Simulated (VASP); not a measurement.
Set up this calculation in VASP 6.6.1, as the native input.

* Task: relaxation of cell and atoms
* Functional: PBE
* Potentials or basis: VASP PAW PBE potentials, release 64 (Bi_d, Te)
* Cutoff: 600 eV
* k mesh: 6 × 6 × 6
* Occupations: gaussian, width 0.1 eV
* Spin: no spin polarisation
* Dipole correction: no
* Further INCAR settings: ALGO = Normal; EDIFF = 1e-06; IBRION = 2; EDIFFG = -0.04; NSW = 90; ISIF = 3

The structure of Bi2Te3 lies in POSCAR:

```
Bi2Te3
1.0
   -2.1813847888      2.1813847888      8.6625936736
    2.1813847888     -2.1813847888      8.6625936736
    2.1813847888      2.1813847888     -8.6625936736
Bi Te
2 3
Direct
    0.1292241885      0.1292241885      0.0000000000
    0.8707758115      0.8707758115      0.0000000000
    0.3205826982      0.3205826982      0.0000000000
    0.6794173018      0.6794173018      0.0000000000
    0.5000000000      0.5000000000      0.0000000000
```

The cell was generated, and may not be a known phase.

These files were run (other wordings do the same):

INCAR

```
SYSTEM = Bi2Te3
ALGO     = Normal         ! electronic algorithm
EDIFF    = 1E-6           ! SCF threshold, eV
EDIFFG   = -0.04          ! ionic threshold
ENCUT    = 600            ! plane-wave cutoff, eV
GGA      = PE             ! functional
IBRION   = 2              ! ionic algorithm
ISIF     = 3              ! what is computed and relaxed
ISMEAR   = 0              ! smearing method
LASPH    = .True.         ! aspherical terms in the spheres
LCHARG   = .False.        ! write CHGCAR
LREAL    = .False.        ! projectors in reciprocal space
LWAVE    = .False.        ! write WAVECAR
NELM     = 100            ! most SCF steps
NSW      = 90             ! ionic steps
PREC     = Accurate       ! precision mode
SIGMA    = 0.1            ! smearing width, eV
```

KPOINTS

```
k-points
0
Gamma
  6 6 6
  0 0 0
```

Potentials or basis: VASP PAW PBE potentials, release 64 (Bi_d, Te).

Launch:

```bash
$ cat potpaw_PBE.64/Bi_d/POTCAR potpaw_PBE.64/Te/POTCAR > POTCAR
$ mpirun -np 1 vasp_std > vasp.out
```

Results of the run:

The relaxed volume is 32.53 Å³/atom and the relaxed cell is a = 9.290 Å, b = 9.290 Å, c = 9.290 Å, α = 153.20°, β = 153.20°, γ = 38.26°. The space group after relaxing (to 0.1 Å) is I4/mmm (No. 139). The energy gained by relaxing is 2.7 meV/atom, the ionic steps are 18 and the pressure after relaxing is 0.0 GPa. The largest force after relaxing is 0.024 eV/Å and the band gap on the k mesh is zero (bands 24 and 25 overlap by 0.38 eV).

Caveat: spin-orbit coupling is left out, which moves the levels of the heavy elements.

Wall time 66 min on 1 thread of Intel(R) Xeon(R) Platinum 8559C (Emerald Rapids), on a shared host, peak memory 1.1 GiB.
